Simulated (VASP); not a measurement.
# Cs (Im-3m) in VASP: further runs, part 2 of 3

VASP 6.6.1. The steps go on from the part before.

## (4) Single point, BLYP

This run uses another cell than the first one, of 124.28 Å³/atom.

INCAR

```
SYSTEM = Cs
PREC = Accurate
ENCUT = 520
EDIFF = 1E-6
ISMEAR = -1
SIGMA = 0.1
LREAL = .False.
LASPH = .True.
NELM = 80
ALGO = Normal
ISIF = 2
LWAVE = .False.
LCHARG = .False.
GGA = B5
ALDAX = 1.0
AGGAX = 1.0
AGGAC = 1.0
ALDAC = 0.0
NBANDS = 10
```

KPOINTS

```
Automatic mesh
0
Gamma
  12 12 12
  0 0 0
```

POSCAR

```
Cs
1.0
   -3.1437376743      3.1437376743      3.1437376743
    3.1437376743     -3.1437376743      3.1437376743
    3.1437376743      3.1437376743     -3.1437376743
Cs
1
Direct
    0.0000000000      0.0000000000      0.0000000000
```

Potentials or basis: VASP PAW PBE potentials, release 64 (Cs_sv).

Command:

```sh
$ cat potpaw_PBE.64/Cs_sv/POTCAR > POTCAR
$ mpirun -np 1 vasp_std > vasp.out
```

OUTCAR:

```text
SYSTEM = Cs
   PREC = Accurate
   ENCUT = 520
   EDIFF = 1E-6
   ISMEAR = -1
   LREAL = .False.
   LASPH = .True.
   NELM = 80
   ISIF = 2
   GGA = B5

 ion  position               nearest neighbor table
   1  0.000  0.000  0.000-

  LATTYP: Found a body centered cubic cell.
 ALAT       =     6.2874753486

  Lattice vectors:

 A1 = (  -3.1437376743,   3.1437376743,   3.1437376743)
 A2 = (   3.1437376743,  -3.1437376743,   3.1437376743)
 A3 = (   3.1437376743,   3.1437376743,  -3.1437376743)

Analysis of symmetry for initial positions (statically):
=====================================================================
 Subroutine PRICEL returns:
 Original cell was already a primitive cell.

 Routine SETGRP: Setting up the symmetry group for a
 body centered cubic supercell.

 Subroutine GETGRP returns: Found 48 space group operations
 (whereof 48 operations were pure point group operations)
 out of a pool of 48 trial point group operations.

The static configuration has the point symmetry O_h .

Analysis of symmetry for dynamics (positions and initial velocities):
=====================================================================
 Subroutine PRICEL returns:
 Original cell was already a primitive cell.

 Routine SETGRP: Setting up the symmetry group for a
 body centered cubic supercell.

 Subroutine GETGRP returns: Found 48 space group operations
 (whereof 48 operations were pure point group operations)
 out of a pool of 48 trial point group operations.

The dynamic configuration has the point symmetry O_h .

 Subroutine INISYM returns: Found 48 space group operations
 (whereof 48 operations are pure point group operations),
 and found     1 'primitive' translations

----------------------------------------------------------------------------------------

                                     Primitive cell

  volume of cell :     124.2793

  direct lattice vectors                    reciprocal lattice vectors
    -3.143737674  3.143737674  3.143737674     0.000000000  0.159046349  0.159046349
     3.143737674 -3.143737674  3.143737674     0.159046349  0.000000000  0.159046349
     3.143737674  3.143737674 -3.143737674     0.159046349  0.159046349  0.000000000

  length of vectors
     5.445113378  5.445113378  5.445113378     0.224925504  0.224925504  0.224925504

  position of ions in fractional coordinates (direct lattice)
     0.000000000  0.000000000  0.000000000

  ion indices of the primitive-cell ions
   primitive index   ion index
                 1           1

----------------------------------------------------------------------------------------

 KPOINTS: Automatic mesh

Automatic generation of k-mesh.
 Grid dimensions read from file:
 generate k-points for:   12   12   12

 Generating k-lattice:

  Cartesian coordinates                     Fractional coordinates (reciprocal lattice)
     0.000000000  0.013253862  0.013253862     0.083333333  0.000000000  0.000000000
     0.013253862  0.000000000  0.013253862     0.000000000  0.083333333  0.000000000
     0.013253862  0.013253862  0.000000000     0.000000000  0.000000000  0.083333333

  Length of vectors
     0.018743792  0.018743792  0.018743792

  Shift w.r.t. Gamma in fractional coordinates (k-lattice)
     0.000000000  0.000000000  0.000000000

 Subroutine IBZKPT returns following result:
 ===========================================

 Found     72 irreducible k-points:

 Following reciprocal coordinates:
            Coordinates               Weight
  0.000000  0.000000  0.000000      1.000000
  0.083333  0.000000  0.000000     12.000000
  0.166667  0.000000  0.000000     12.000000
  0.250000  0.000000  0.000000     12.000000
  0.333333  0.000000  0.000000     12.000000
  0.416667  0.000000  0.000000     12.000000
[... 16 lines left out ...]
  0.333333  0.083333  0.083333     24.000000
  0.416667  0.083333  0.083333     12.000000
 [... further k-points ...]
   k-points           NKPTS =     72   k-points in BZ     NKDIM =     72   number of bands    NBANDS=     10
   number of dos      NEDOS =    301   number of ions     NIONS =      1
   total plane-waves  NPLWV =  64000
   dimension x,y,z NGX =    40 NGY =   40 NGZ =   40
   dimension x,y,z NGXF=    80 NGYF=   80 NGZF=   80
   ions per type =               1
   NGX,Y,Z   is equivalent  to a cutoff of  12.21, 12.21, 12.21 a.u.
   NGXF,Y,Z  is equivalent  to a cutoff of  24.42, 24.42, 24.42 a.u.
 SYSTEM =  Cs
   PREC   = accura    normal or accurate (medium, high low for compatibility)
   ISTART =      0    job   : 0-new  1-cont  2-samecut
   ICHARG =      2    charge: 1-file 2-atom 10-const
   ISPIN  =      1    spin polarized calculation?
   LNONCOLLINEAR =      F non collinear calculations
   LSORBIT =      F    spin-orbit coupling
   LASPH  =      T    aspherical Exc in radial PAW
   ENCUT  =  520.0 eV  38.22 Ry    6.18 a.u.  10.12 10.12 10.12*2*pi/ulx,y,z
   NELM   =     80;   NELMIN=  2; NELMDL= -5     # of ELM steps
   EDIFF  = 0.1E-05   stopping-criterion for ELM
   LREAL  =      F    real-space projection
   EDIFFG = 0.1E-04   stopping-criterion for IOM
   NSW    =      0    number of steps for IOM
   IBRION =     -1    ionic relax: 0-MD 1-quasi-New 2-CG
   NFREE  =      0    steps in history (QN), initial steepest desc. (CG)
   ISIF   =      2    stress and relaxation
   ISYM   =      2    0-nonsym 1-usesym 2-fastsym
   POTIM  = 0.5000    time-step for ionic-motion
   TEBEG  =    0.0;   TEEND  =   0.0 temperature during run
   PSTRESS=    0.0 pullay stress
   NELECT =       9.0000    total number of electrons
   NUPDOWN=      -1.0000    fix difference up-down
   EMIN   =  10.00;   EMAX   =-10.00  energy-range for DOS
   EFERMI =   0.00;   METHOD = LEGACY
   ISMEAR =    -1;   SIGMA  =   0.10  broadening in eV -4-tet -1-fermi 0-gaus
   EFERMI_NEDOS =   21; number of points for ismear=-14 and -15
   IALGO  =     38    algorithm
   IMIX   =      4    mixing-type and parameters
     AMIX     =   0.40;   BMIX     =  1.00
     AMIX_MAG =   1.60;   BMIX_MAG =  1.00
  volume/ion in A,a.u.               =     124.28       838.68
  Fermi-wavevector in a.u.,A,eV,Ry     =   0.682374  1.289501  6.335346  0.465635
  Thomas-Fermi vector in A             =   1.761429
   LORBIT       =      0    0 simple, 1 ext, 2 COOP (PROOUT), +10 PAW based schemes
   GGA     = B5    functional components
   LHFCALC =     F    Hartree Fock is set to
   AEXX    =    0.0000 exact exchange contribution
   IVDW    =     0    specifies the selected vdW correction
   LEPSILON=     F    determine dielectric tensor
   LRPA    =     F    only Hartree local field effects (RPA)
 non-spin polarized calculation
  energy-cutoff  :      520.00
  volume of cell :      124.28
 maximum number of plane-waves:      3370
   NGX = 21   NGY = 21   NGZ = 21

 number of electron       8.9999998 magnetization

 Free energy of the ion-electron system (eV)
  ---------------------------------------------------
  ext. energy  EPLUGINS =         0.00000000
  ---------------------------------------------------
  free energy    TOTEN  =        -0.54180566 eV

  energy without entropy =       -0.49914463  energy(sigma->0) =       -0.52047514

 E-fermi :   0.6938     XC(G=0):  -4.8026

 val. band max:        0.6604344659   @ k =   0.3333   0.0833   0.0833
 cond. band min:       0.7189124907   @ k =   0.5000   0.0000   0.0000
 fundamental gap:      0.0584780248
 Fermi energy:         0.6937637648

 k-point     1 :       0.0000    0.0000    0.0000
  band No.  band energies     occupation
      1     -23.2973      2.00000
      2     -10.0931      2.00000
      3     -10.0931      2.00000
      4     -10.0931      2.00000
      5      -0.8899      2.00000
      6       2.9333      0.00000
      7       2.9333      0.00000
      8       2.9333      0.00000
      9       3.7551      0.00000
     10       3.7551      0.00000

 k-point     2 :       0.0833    0.0000    0.0000
  band No.  band energies     occupation
      1     -23.2970      2.00000
      2     -10.1004      2.00000
      3     -10.0955      2.00000
      4     -10.0931      2.00000
      5      -0.8178      2.00000
      6       2.8661      0.00000
      7       2.8839      0.00000
      8       3.0036      0.00000
      9       3.6508      0.00000
     10       3.7488      0.00000
[... 274 lines left out ...]
 k-point    24 :       0.4167    0.0833    0.0833
  band No.  band energies     occupation
      1     -23.2926      2.00000
      2     -10.1915      2.00000
      3     -10.1332      2.00000
      4     -10.0998      2.00000
      5       0.8769      0.27610
      6       1.6233      0.00018
      7       2.0970      0.00000
      8       3.5291      0.00000
      9       4.1058      0.00000
     10       4.3819      0.00000

 [... further k-points ...]
[... 5 lines left out ...]
  --------------------------------------------------------------------------------------
  -------------------------------------------------------------------------------------
  Total       -0.0001132     -0.0001132     -0.0001132      0.0000000      0.0000000      0.0000000
  in kB       -0.0014598     -0.0014598     -0.0014598      0.0000000      0.0000000      0.0000000
  external PRESSURE =      -0.0014598 kB  Pullay stress =       0.0000000 kB

 VOLUME and BASIS-vectors are now :
 -----------------------------------------------------------------------------
  energy-cutoff  :      520.00
  volume of cell :      124.28
      direct lattice vectors                 reciprocal lattice vectors
    -3.143737674  3.143737674  3.143737674     0.000000000  0.159046349  0.159046349
     3.143737674 -3.143737674  3.143737674     0.159046349  0.000000000  0.159046349
     3.143737674  3.143737674 -3.143737674     0.159046349  0.159046349  0.000000000

 POSITION                                       TOTAL-FORCE (eV/Angst)
 -----------------------------------------------------------------------------------
      0.00000      0.00000      0.00000         0.000000     -0.000000     -0.000000
 -----------------------------------------------------------------------------------
    total drift:                               -0.000000     -0.000000     -0.000000

  FREE ENERGIE OF THE ION-ELECTRON SYSTEM (eV)
  ---------------------------------------------------
  free  energy   TOTEN  =        -0.5418056605 eV

  energy  without entropy=       -0.4991446288  energy(sigma->0) =       -0.52047514
```

OSZICAR:

```text
N       E                     dE             d eps       ncg     rms          rms(c)
DAV:   1     0.536787263360E+02    0.53679E+02   -0.28628E+03  1440   0.618E+02
DAV:   2     0.523778781642E+01   -0.48441E+02   -0.47189E+02  1890   0.107E+02
DAV:   3    -0.454018000409E+00   -0.56918E+01   -0.56828E+01  1658   0.427E+01
DAV:   4    -0.545105379741E+00   -0.91087E-01   -0.91066E-01  1794   0.647E+00
DAV:   5    -0.545681471716E+00   -0.57609E-03   -0.57604E-03  2038   0.473E-01    0.234E-01
DAV:   6    -0.542695746294E+00    0.29857E-02   -0.38107E-03  1874   0.284E-01    0.125E-01
DAV:   7    -0.541669499024E+00    0.10262E-02   -0.39962E-03  1966   0.289E-01    0.419E-02
DAV:   8    -0.541771050878E+00   -0.10155E-03   -0.29376E-04  1636   0.696E-02    0.997E-03
DAV:   9    -0.541794751579E+00   -0.23701E-04   -0.37339E-05  1622   0.180E-02    0.389E-03
DAV:  10    -0.541804096547E+00   -0.93450E-05   -0.27130E-05  1580   0.142E-02    0.123E-03
DAV:  11    -0.541805596669E+00   -0.15001E-05   -0.75805E-06  1608   0.808E-03    0.442E-04
DAV:  12    -0.541805660535E+00   -0.63866E-07   -0.84614E-08   958   0.125E-03
   1 F= -.54180566E+00 E0= -.52047514E+00  d E =-.426610E-01
```

Wall time 69 s (1 thread of Intel Xeon Platinum 8259CL at 2.50GHz (Skylake/Cascade Lake), shared host); peak memory 0.27 GiB.

What came out:

| Quantity | Value |
| --- | --- |
| Free energy | -0.5418 eV |
| Pressure | 0.0 GPa |
| Band gap on the k mesh | zero (an odd number of electrons rules out a gap without spin polarisation) |

Caveat: the PAW data sets were made with another functional, which shifts forces and pressure a little; spin-orbit coupling is left out, which moves the levels of the heavy elements.

## (5) Single point, BLYP (124.28 Å³/atom)

This run uses another cell than the first one, of 124.28 Å³/atom.

INCAR

```
AGGAC = 1.0 ; AGGAX = 1.0
ALDAC = 0.0 ; ALDAX = 1.0
ALGO = Normal ; EDIFF = 1E-6
ENCUT = 520 ; GGA = B5
ISIF = 2 ; ISMEAR = -1
LASPH = T ; LCHARG = T
LELF = T ; LREAL = F
LVHAR = T ; LWAVE = F
NBANDS = 10 ; NELM = 100
PREC = Accurate ; SIGMA = 0.1
```

KPOINTS

```
k-points
0
Gamma
  12 12 12
```

POSCAR is that of step 4.

Command:

```sh
$ cat potpaw_PBE.64/Cs_sv/POTCAR > POTCAR
$ mpirun -np 1 vasp_std > vasp.out
```

Run time: 64 s. Hardware: 1 thread of Intel Xeon Platinum 8259CL at 2.50GHz (Skylake/Cascade Lake), shared host; peak memory 0.27 GiB.

It converged, with:

```yaml
Free_energy: -0.5418 eV
Pressure: 0.0 GPa
Band_gap_on_the_k_mesh: zero (an odd number of electrons rules out a gap without spin polarisation)
```

Levels at points of the mesh, in eV from the Fermi level:
```tsv
k point	band 1	band 2	band 3	band 4	band 5	band 6	band 7	band 8	band 9
(0.00, 0.00, 0.00)	-23.99	-10.79	-10.79	-10.79	-1.58	2.24	2.24	2.24	3.06
(0.50, 0.00, 0.00)	-23.99	-10.89	-10.82	-10.79	0.03	0.94	1.53	2.83	3.40
(0.50, 0.50, 0.50)	-23.98	-10.86	-10.86	-10.86	0.71	0.71	2.87	2.87	2.87
```

Caveat: the PAW data sets were made with another functional, which shifts forces and pressure a little; spin-orbit coupling is left out, which moves the levels of the heavy elements.

(Continued in part 3 of 3.)

The gap in the log of VASP goes by the Fermi energy; the results here count the filled bands.